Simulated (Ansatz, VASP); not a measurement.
## SiSe4 in VASP and in Ansatz

File INCAR:

```
SYSTEM = SiSe4
PREC = Accurate
ENCUT = 520
EDIFF = 1E-6
ISMEAR = 0
SIGMA = 0.1
LREAL = .False.
LASPH = .True.
NELM = 100
ALGO = Normal
ISIF = 2
LWAVE = .False.
LCHARG = .False.
GGA = PE
NBANDS = 22
```

Contents of KPOINTS:

```
regular mesh
0
Gamma
  4 4 4
  0 0 0
```

Contents of POSCAR:

```
SiSe4
1.0
   -3.1530302200      3.1530302200      3.1530302200
    3.1530302200     -3.1530302200      3.1530302200
    3.1530302200      3.1530302200     -3.1530302200
Si Se
1 4
Direct
    0.0000000000      0.0000000000      0.0000000000
    0.0000000000      0.0000000000      0.5000000000
    0.0000000000      0.5000000000      0.0000000000
    0.5000000000      0.0000000000      0.0000000000
    0.5000000000      0.5000000000      0.5000000000
```

Input for Ansatz:

```yaml
crystal:
  lattice:
    - [-3.15303022, 3.15303022, 3.15303022]
    - [3.15303022, -3.15303022, 3.15303022]
    - [3.15303022, 3.15303022, -3.15303022]
  atoms:
    - { symbol: Si, position: [0.0, 0.0, 0.0] }
    - { symbol: Se, position: [0.0, 0.0, 0.5] }
    - { symbol: Se, position: [0.0, 0.5, 0.0] }
    - { symbol: Se, position: [0.5, 0.0, 0.0] }
    - { symbol: Se, position: [0.5, 0.5, 0.5] }
basis:
  ecutwfc: 420
kpoints:
  mp_grid: { grid: [4, 4, 4] }
hamiltonian:
  xc: pbe
scf:
  occupations: { method: gaussian, width: 0.1 }
  lower_state_search: "off"
output:
  forces: true
  stress: true
  eigenvalues: true
```

Change from the starting cell: species swapped into the MnGa4 type (Im-3m, No. 229).

Alike in both runs: task single point; functional PBE; k mesh 4 × 4 × 4; occupations gaussian, width 0.1 eV; no spin polarisation.

|  | VASP | Ansatz |
| --- | --- | --- |
| version | VASP 6.6.1 | Ansatz 0.2.0 |
| potentials or method | VASP PAW PBE potentials, release 64 (Si, Se), cutoff 520 eV | scalar-relativistic, plane waves, PAW |
| valence electrons in the cell | 28 | 68 |

```csv
,VASP,Ansatz,Ansatz less VASP
gap on the k mesh at the Fermi level (eV),none,none,-
pressure (GPa),-4.0,-4.0,-0.01
```

A gap of «none» marks a metal or a gap that the smearing closes. The functional is the same, so the differences come from potentials, cutoffs and numerics. VASP's potentials hold 28 valence electrons a cell and Ansatz's 68, so a difference there can come from the potentials and not from the codes.
